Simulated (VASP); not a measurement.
Write the native input for VASP 6.6.1 that does the following.

| Property | Result |
| --- | --- |
| Task | single point |
| Functional | PBEsol |
| Potentials or basis | VASP PAW PBE potentials, release 64 (La, Os, Si) |
| Cutoff | 520 eV |
| k mesh | 3 × 3 × 3 |
| Occupations | gaussian, width 0.05 eV |
| Spin | no spin polarisation |
| Dipole correction | no |
| Further INCAR settings | LREAL = Auto; ALGO = Normal; EDIFF = 1e-06; NBANDS = 96 |

The structure of LaSi3Os lies in POSCAR:

```
LaSi3Os
1.0
   -6.3687993567     -2.1229331189      4.9777012551
   -2.1229331189      6.3687993567     -4.9777012551
    2.1229331189     -6.3687993567     -4.9777012551
La Os Si
5 5 15
Direct
    0.4000000000      0.6018017123      0.8018017123
    0.0000000000      0.0018017123      0.0018017123
    0.2000000000      0.8018017123      0.4018017123
    0.8000000000      0.2018017123      0.6018017123
    0.6000000000      0.4018017123      0.2018017123
    0.8000000000      0.5453696130      0.9453696130
    0.4000000000      0.9453696130      0.1453696130
    0.6000000000      0.7453696130      0.5453696130
    0.2000000000      0.1453696130      0.7453696130
    1.0000000000      0.3453696130      0.3453696130
    0.4000000000      0.1812574255      0.3812574255
    1.0000000000      0.5812574255      0.5812574255
    0.2000000000      0.3812574255      0.9812574255
    0.8000000000      0.7812574255      0.1812574255
    0.6000000000      0.9812574255      0.7812574255
    0.5000000000      0.7387861246      0.2387861246
    0.1000000000      0.1387861246      0.4387861246
    0.3000000000      0.9387861246      0.8387861246
    0.9000000000      0.3387861246      0.0387861246
    0.7000000000      0.5387861246      0.6387861246
    0.7000000000      0.0387861246      0.1387861246
    0.3000000000      0.4387861246      0.3387861246
    0.5000000000      0.2387861246      0.7387861246
    0.1000000000      0.6387861246      0.9387861246
    0.9000000000      0.8387861246      0.5387861246
```

These files were run (other wordings do the same):

INCAR

```
ALGO = Normal ; EDIFF = 1E-6
ENCUT = 520 ; GGA = PS
ISIF = 2 ; ISMEAR = 0
LASPH = T ; LCHARG = F
LREAL = Auto ; LWAVE = F
NBANDS = 96 ; NELM = 60
PREC = Accurate ; SIGMA = 0.05
```

KPOINTS

```
k-points
0
Gamma
  3 3 3
```

Potentials or basis: VASP PAW PBE potentials, release 64 (La, Os, Si).

The run is started by

```bash
$ cat potpaw_PBE.64/La/POTCAR potpaw_PBE.64/Os/POTCAR potpaw_PBE.64/Si/POTCAR > POTCAR
$ mpirun -np 1 vasp_std > vasp.out
```

It gave:

The pressure is 0.4 GPa. The largest force is 0.040 eV/Å.

Caveat: the PAW data sets were made with another functional, which shifts forces and pressure a little.

Run time: 11 min on 1 thread of Intel(R) Xeon(R) Platinum 8488C (Sapphire Rapids), with other jobs on the host, peak memory 0.67 GiB.
